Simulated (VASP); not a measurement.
# Yb (Pm-3m) in VASP: single point with PBE

Aim: the single point of Yb with PBE.

All numbers are computed with VASP 6.6.1; they aren't measurements. Logs are shortened: lines on timing, memory, paths and dates and some standing lists are left out, and cuts for length are marked.

### 1 The cell of the first run

Symmetry: Pm-3m, No. 221, cubic system. Conventional cell: a = 3.391 Å, b = 3.391 Å, c = 3.391 Å, α = 90.00°, β = 90.00°, γ = 90.00°. Yb (site symmetry m-3m) has 6 Yb at 3.39 Å within 4.5 Å.

### 2 Single point, PBE

The input, INCAR:

```
PREC = Accurate
ENCUT = 520
EDIFF = 1E-7
ISMEAR = -1
SIGMA = 0.1
LREAL = False
LASPH = True
NELM = 60
ALGO = Normal
ISIF = 2
LWAVE = False
LCHARG = False
GGA = PE
NBANDS = 18
```

The input, KPOINTS:

```
Automatic mesh
0
Gamma
  13 13 13
```

The input, POSCAR:

```
Yb
1.0
    3.3912129185      0.0000000000      0.0000000000
    0.0000000000      3.3912129185      0.0000000000
    0.0000000000      0.0000000000      3.3912129185
Yb
1
Direct
    0.0000000000      0.0000000000      0.0000000000
```

Potentials or basis: VASP PAW PBE potentials, release 64 (Yb).

The run is started by

```sh
$ cat potpaw_PBE.64/Yb/POTCAR > POTCAR
$ mpirun -np 1 vasp_std > vasp.out
```

OUTCAR:

```text
PREC = Accurate
   ENCUT = 520
   EDIFF = 1E-7
   ISMEAR = -1
   LREAL = False
   LASPH = True
   NELM = 60
   ISIF = 2
   GGA = PE

 ion  position               nearest neighbor table
   1  0.000  0.000  0.000-

  LATTYP: Found a simple cubic cell.
 ALAT       =     3.3912129185

  Lattice vectors:

 A1 = (   3.3912129185,   0.0000000000,   0.0000000000)
 A2 = (   0.0000000000,   3.3912129185,   0.0000000000)
 A3 = (   0.0000000000,   0.0000000000,   3.3912129185)

Analysis of symmetry for initial positions (statically):
=====================================================================
 Subroutine PRICEL returns:
 Original cell was already a primitive cell.

 Routine SETGRP: Setting up the symmetry group for a
 simple cubic supercell.

 Subroutine GETGRP returns: Found 48 space group operations
[... 9 lines left out ...]

 Routine SETGRP: Setting up the symmetry group for a
 simple cubic supercell.

 Subroutine GETGRP returns: Found 48 space group operations
[... 11 lines left out ...]
                                     Primitive cell

  volume of cell :      39.0001

  direct lattice vectors                    reciprocal lattice vectors
     3.391212918  0.000000000  0.000000000     0.294879745  0.000000000  0.000000000
     0.000000000  3.391212918  0.000000000     0.000000000  0.294879745  0.000000000
     0.000000000  0.000000000  3.391212918     0.000000000  0.000000000  0.294879745

  length of vectors
     3.391212918  3.391212918  3.391212918     0.294879745  0.294879745  0.294879745

  position of ions in fractional coordinates (direct lattice)
     0.000000000  0.000000000  0.000000000

  ion indices of the primitive-cell ions
   primitive index   ion index
                 1           1

----------------------------------------------------------------------------------------

 KPOINTS: Automatic mesh

Automatic generation of k-mesh.
 Grid dimensions read from file:
 generate k-points for:   13   13   13

 Generating k-lattice:

  Cartesian coordinates                     Fractional coordinates (reciprocal lattice)
     0.022683057  0.000000000  0.000000000     0.076923077  0.000000000  0.000000000
     0.000000000  0.022683057  0.000000000     0.000000000  0.076923077  0.000000000
     0.000000000  0.000000000  0.022683057     0.000000000  0.000000000  0.076923077

  Length of vectors
     0.022683057  0.022683057  0.022683057

  Shift w.r.t. Gamma in fractional coordinates (k-lattice)
     0.000000000  0.000000000  0.000000000

 Subroutine IBZKPT returns following result:
 ===========================================

 Found     84 irreducible k-points:

 Following reciprocal coordinates:
            Coordinates               Weight
  0.000000  0.000000  0.000000      1.000000
  0.076923  0.000000  0.000000      6.000000
  0.153846  0.000000  0.000000      6.000000
  0.230769  0.000000  0.000000      6.000000
  0.307692  0.000000  0.000000      6.000000
  0.384615  0.000000  0.000000      6.000000
[... 16 lines left out ...]
  0.307692  0.307692  0.000000     12.000000
  0.384615  0.307692  0.000000     24.000000
 [... further k-points ...]
   k-points           NKPTS =     84   k-points in BZ     NKDIM =     84   number of bands    NBANDS=     18
   number of dos      NEDOS =    301   number of ions     NIONS =      1
   total plane-waves  NPLWV =  21952
   dimension x,y,z NGX =    28 NGY =   28 NGZ =   28
   dimension x,y,z NGXF=    56 NGYF=   56 NGZF=   56
   ions per type =               1
   NGX,Y,Z   is equivalent  to a cutoff of  13.73, 13.73, 13.73 a.u.
   NGXF,Y,Z  is equivalent  to a cutoff of  27.45, 27.45, 27.45 a.u.
 SYSTEM =  unknown system
   PREC   = accura    normal or accurate (medium, high low for compatibility)
   ISTART =      0    job   : 0-new  1-cont  2-samecut
   ICHARG =      2    charge: 1-file 2-atom 10-const
   ISPIN  =      1    spin polarized calculation?
   LNONCOLLINEAR =      F non collinear calculations
   LSORBIT =      F    spin-orbit coupling
   LASPH  =      T    aspherical Exc in radial PAW
   ENCUT  =  520.0 eV  38.22 Ry    6.18 a.u.   6.31  6.31  6.31*2*pi/ulx,y,z
   NELM   =     60;   NELMIN=  2; NELMDL= -5     # of ELM steps
   EDIFF  = 0.1E-06   stopping-criterion for ELM
   LREAL  =      F    real-space projection
   EDIFFG = 0.1E-05   stopping-criterion for IOM
   NSW    =      0    number of steps for IOM
   IBRION =     -1    ionic relax: 0-MD 1-quasi-New 2-CG
   NFREE  =      0    steps in history (QN), initial steepest desc. (CG)
   ISIF   =      2    stress and relaxation
   ISYM   =      2    0-nonsym 1-usesym 2-fastsym
   POTIM  = 0.5000    time-step for ionic-motion
   TEBEG  =    0.0;   TEEND  =   0.0 temperature during run
   PSTRESS=    0.0 pullay stress
   NELECT =      24.0000    total number of electrons
   NUPDOWN=      -1.0000    fix difference up-down
   EMIN   =  10.00;   EMAX   =-10.00  energy-range for DOS
   EFERMI =   0.00;   METHOD = LEGACY
   ISMEAR =    -1;   SIGMA  =   0.10  broadening in eV -4-tet -1-fermi 0-gaus
   EFERMI_NEDOS =   21; number of points for ismear=-14 and -15
   IALGO  =     38    algorithm
   IMIX   =      4    mixing-type and parameters
     AMIX     =   0.40;   BMIX     =  1.00
     AMIX_MAG =   1.60;   BMIX_MAG =  1.00
  volume/ion in A,a.u.               =      39.00       263.19
  Fermi-wavevector in a.u.,A,eV,Ry     =   1.392484  2.631413 26.381852  1.939011
  Thomas-Fermi vector in A             =   2.516222
   LORBIT       =      0    0 simple, 1 ext, 2 COOP (PROOUT), +10 PAW based schemes
   GGA     = PE    functional components
   LHFCALC =     F    Hartree Fock is set to
   AEXX    =    0.0000 exact exchange contribution
   IVDW    =     0    specifies the selected vdW correction
   LEPSILON=     F    determine dielectric tensor
   LRPA    =     F    only Hartree local field effects (RPA)
 non-spin polarized calculation
  energy-cutoff  :      520.00
  volume of cell :       39.00
 maximum number of plane-waves:      1067
 NGX is ok and might be reduce to    28
   NGX = 13   NGY = 13   NGZ = 13

 number of electron      24.0000000 magnetization

 Free energy of the ion-electron system (eV)
  ---------------------------------------------------
  ext. energy  EPLUGINS =         0.00000000
  ---------------------------------------------------
  free energy    TOTEN  =        -3.08748042 eV

  energy without entropy =       -2.99743142  energy(sigma->0) =       -3.04245592

 E-fermi :   1.1438     XC(G=0):  -9.0681

 val. band max:        1.1342218648   @ k =   0.4615   0.4615   0.3077
 cond. band min:       1.1725923620   @ k =   0.4615   0.3077   0.0769
 fundamental gap:      0.0383704972
 Fermi energy:         1.1438433033

 k-point     1 :       0.0000    0.0000    0.0000
  band No.  band energies     occupation
      1     -50.8094      2.00000
      2     -22.9815      2.00000
      3     -22.9815      2.00000
      4     -22.9815      2.00000
      5      -3.6169      2.00000
      6       0.6175      1.98970
[... 10 lines left out ...]
     17       7.6665      0.00000
     18      10.8547      0.00000

 k-point     2 :       0.0769    0.0000    0.0000
  band No.  band energies     occupation
      1     -50.8084      2.00000
      2     -23.0064      2.00000
      3     -22.9795      2.00000
      4     -22.9795      2.00000
      5      -3.5103      2.00000
      6       0.6125      1.99020
[... 10 lines left out ...]
     17       7.6821      0.00000
     18      10.2478      0.00000

 k-point     3 :       0.1538    0.0000    0.0000
  band No.  band energies     occupation
      1     -50.8055      2.00000
      2     -23.0744      2.00000
      3     -22.9737      2.00000
      4     -22.9737      2.00000
      5      -3.2017      2.00000
      6       0.6000      1.99134
[... 10 lines left out ...]
     17       7.7258      0.00000
     18       9.2499      0.00000

 k-point     4 :       0.2308    0.0000    0.0000
  band No.  band energies     occupation
      1     -50.8014      2.00000
      2     -23.1689      2.00000
      3     -22.9656      2.00000
      4     -22.9656      2.00000
      5      -2.7224      2.00000
      6       0.5815      1.99280
[... 10 lines left out ...]
     17       7.7884      0.00000
     18       8.5213      0.00000

 k-point     5 :       0.3077    0.0000    0.0000
  band No.  band energies     occupation
      1     -50.7970      2.00000
      2     -23.2671      2.00000
      3     -22.9570      2.00000
      4     -22.9570      2.00000
      5      -2.1194      2.00000
      6       0.5591      1.99424
[... 10 lines left out ...]
     17       7.8564      0.00000
     18       8.3395      0.00000

 k-point     6 :       0.3846    0.0000    0.0000
  band No.  band energies     occupation
      1     -50.7934      2.00000
      2     -23.3472      2.00000
      3     -22.9498      2.00000
      4     -22.9498      2.00000
      5      -1.4641      2.00000
      6       0.5352      1.99546
[... 307 lines left out ...]
 k-point    21 :       0.3846    0.2308    0.0000
  band No.  band energies     occupation
      1     -50.7855      2.00000
      2     -23.3246      2.00000
      3     -23.1300      2.00000
      4     -22.9346      2.00000
      5      -0.6385      2.00000
      6       0.5444      1.99503
[... 10 lines left out ...]
     17       6.6705      0.00000
     18       9.2154      0.00000

 k-point    22 :       0.4615    0.2308    0.0000
  band No.  band energies     occupation
      1     -50.7834      2.00000
      2     -23.3684      2.00000
      3     -23.1251      2.00000
      4     -22.9306      2.00000
      5      -0.0233      1.99998
      6       0.4978      1.99688
[... 10 lines left out ...]
     17       6.7179      0.00000
     18       9.3632      0.00000

 k-point    23 :       0.3077    0.3077    0.0000
  band No.  band energies     occupation
      1     -50.7848      2.00000
      2     -23.2392      2.00000
      3     -23.2295      2.00000
      4     -22.9332      2.00000
      5      -0.7462      2.00000
      6       0.5654      1.99387
[... 10 lines left out ...]
     17       6.2041      0.00000
     18       9.5645      0.00000

 k-point    24 :       0.3846    0.3077    0.0000
  band No.  band energies     occupation
      1     -50.7812      2.00000
      2     -23.3124      2.00000
      3     -23.2246      2.00000
      4     -22.9263      2.00000
      5      -0.1851      2.00000
      6       0.5534      1.99456
[... 10 lines left out ...]
     17       6.1741      0.00000
     18       9.3639      0.00000

 [... further k-points ...]

------------------------ aborting loop because EDIFF is reached ----------------------------------------

  FORCE on cell =-STRESS in cart. coord.  units (eV):
  Direction    XX          YY          ZZ          XY          YZ          ZX
  --------------------------------------------------------------------------------------
  -------------------------------------------------------------------------------------
  Total       -0.0357554     -0.0357554     -0.0357554      0.0000000      0.0000000     -0.0000000
  in kB       -1.4688824     -1.4688824     -1.4688824      0.0000000      0.0000000     -0.0000000
  external PRESSURE =      -1.4688824 kB  Pullay stress =       0.0000000 kB

 VOLUME and BASIS-vectors are now :
 -----------------------------------------------------------------------------
  energy-cutoff  :      520.00
  volume of cell :       39.00
      direct lattice vectors                 reciprocal lattice vectors
     3.391212918  0.000000000  0.000000000     0.294879745  0.000000000  0.000000000
     0.000000000  3.391212918  0.000000000     0.000000000  0.294879745  0.000000000
     0.000000000  0.000000000  3.391212918     0.000000000  0.000000000  0.294879745

 POSITION                                       TOTAL-FORCE (eV/Angst)
 -----------------------------------------------------------------------------------
      0.00000      0.00000      0.00000         0.000000      0.000000      0.000000
 -----------------------------------------------------------------------------------
    total drift:                               -0.000000     -0.000000     -0.000000

  FREE ENERGIE OF THE ION-ELECTRON SYSTEM (eV)
  ---------------------------------------------------
  free  energy   TOTEN  =        -3.0874804189 eV

  energy  without entropy=       -2.9974314181  energy(sigma->0) =       -3.04245592
```

Wall time 53 s (1 thread of Intel Xeon 6975P-C (Granite Rapids), shared host); peak memory 0.21 GiB.

What came out:

```
Free energy            : -3.0875 eV
Pressure               : -0.1 GPa
Band gap on the k mesh : zero (band 12 reaches 1.56 eV, above the bottom of band 13 at 0.99 eV)
```

Levels at points of the mesh, in eV from the Fermi level:
```
           k point  band 10  band 11  band 12  band 13  band 14  band 15
(0.00, 0.00, 0.00)    -0.50    -0.50    -0.44     0.66     0.66     6.52
```

Caveat: spin-orbit coupling is left out, which moves the levels of the heavy elements. Spin polarisation is off, so any magnetic state and its effect on volume and gap are missing.
